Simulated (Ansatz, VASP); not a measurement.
## Two plane-wave programs on Cu

```
CELL_PARAMETERS angstrom
3.62980 3.62980 -3.62980
-3.62980 -3.62980 -3.62980
-3.62980 3.62980 3.62980
ATOMIC_POSITIONS crystal
Cu 0.22310 0.76976 0.95177
Cu 0.46143 0.49957 0.00879
Cu 0.68307 0.22935 0.95220
Cu 0.78986 0.77152 0.51684
Cu 0.95298 0.76976 0.22208
Cu 0.38139 0.49968 0.38022
Cu 0.51763 0.22760 0.24455
Cu 0.73593 0.99949 0.23512
Cu 0.00997 0.04814 0.00888
Cu 0.51785 0.77152 0.78865
Cu 0.73529 0.49921 0.73427
Cu 0.00994 0.49957 0.46030
Cu 0.24557 0.22761 0.51642
Cu 0.46143 0.95112 0.46033
Cu 0.95322 0.22934 0.68187
Cu 0.23633 0.99967 0.73491
Cu 0.09375 0.49968 0.09259
```

Alike in both runs: functional PBE; k mesh 5 × 5 × 5; occupations gaussian, width 0.1 eV; no spin polarisation.

Ansatz relaxed the structure, and its values are those at the end. VASP's run is a single point on that final structure, the one shown.

|  | VASP | Ansatz |
| --- | --- | --- |
| version | VASP 6.6.1 | Ansatz 0.2.0 |
| potentials or method | VASP PAW PBE potentials, release 64 (Cu), cutoff 520 eV | scalar-relativistic, plane waves, PAW |
| valence electrons in the cell | 187 | 323 |

|  | VASP | Ansatz | Ansatz less VASP |
| --- | --- | --- | --- |
| gap on the k mesh at the Fermi level (eV) | none | none | - |
| rms of the force components (eV/Å) | 0.004 | 0.004 | -0.0003 |

A gap of «none» marks a metal or a gap that the smearing closes. VASP's potentials hold 187 valence electrons a cell and Ansatz's 323, so a difference there can come from the potentials and not from the codes.
